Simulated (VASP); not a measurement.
Write the native input for VASP 6.6.1 that does the following.

| Property | Result |
| --- | --- |
| Task | single point |
| Functional | PBEsol |
| Potentials or basis | VASP PAW PBE potentials, release 64 (W_sv, F) |
| Cutoff | 520 eV |
| k mesh | 9 × 9 × 1 |
| Occupations | gaussian, width 0.1 eV |
| Spin | no spin polarisation |
| Dipole correction | yes |
| Further INCAR settings | ALGO = Normal; EDIFF = 1e-07; NBANDS = 48 |

The structure of W5F lies in POSCAR:

```
W5F
1.0
    3.1543602768      0.0000000000      0.0000000000
    0.0000000000      3.1543602768      0.0000000000
    0.0000000000      0.0000000000     25.3087205537
W F
5 1
Direct
    0.5000000000      0.5000000000      0.3358526158
    0.0000000000      0.0000000000      0.3981702717
    0.5000000000      0.5000000000      0.4591284181
    0.0000000000      0.0000000000      0.5233039978
    0.5000000000      0.5000000000      0.5784891153
    0.5000000000      0.5000000000      0.6516616930
```

The input as run:

INCAR

```
SYSTEM = W5F
ALGO = Normal ; DIPOL = 0.5 0.5 0.491
EDIFF = 1E-7 ; ENCUT = 520
GGA = PS ; IDIPOL = 3
ISIF = 2 ; ISMEAR = 0
LASPH = .True. ; LCHARG = .False.
LDIPOL = .True. ; LREAL = .False.
LWAVE = .False. ; NBANDS = 48
NELM = 80 ; PREC = Accurate
SIGMA = 0.1
```

KPOINTS

```
k-points
0
Gamma
  9 9 1
  0 0 0
```

Potentials or basis: VASP PAW PBE potentials, release 64 (W_sv, F).

Command:

```bash
$ cat potpaw_PBE.64/W_sv/POTCAR potpaw_PBE.64/F/POTCAR > POTCAR
$ mpirun -np 1 vasp_std > vasp.out
```

Results of the run:

```yaml
Largest_force: 1.566 eV/Å
Band_gap_on_the_k_mesh: zero (an odd number of electrons rules out a gap without spin polarisation)
```

Caveat: the PAW data sets were made with another functional, which shifts forces and pressure a little; spin-orbit coupling is left out, which moves the levels of the heavy elements; an odd number of electrons without spin polarisation forces a metal; a magnetic or distorted state may lie lower.

It took 3.2 min on 1 thread of Intel(R) Xeon(R) 6975P-C (Granite Rapids), with other jobs on the host, peak memory 0.4 GiB.
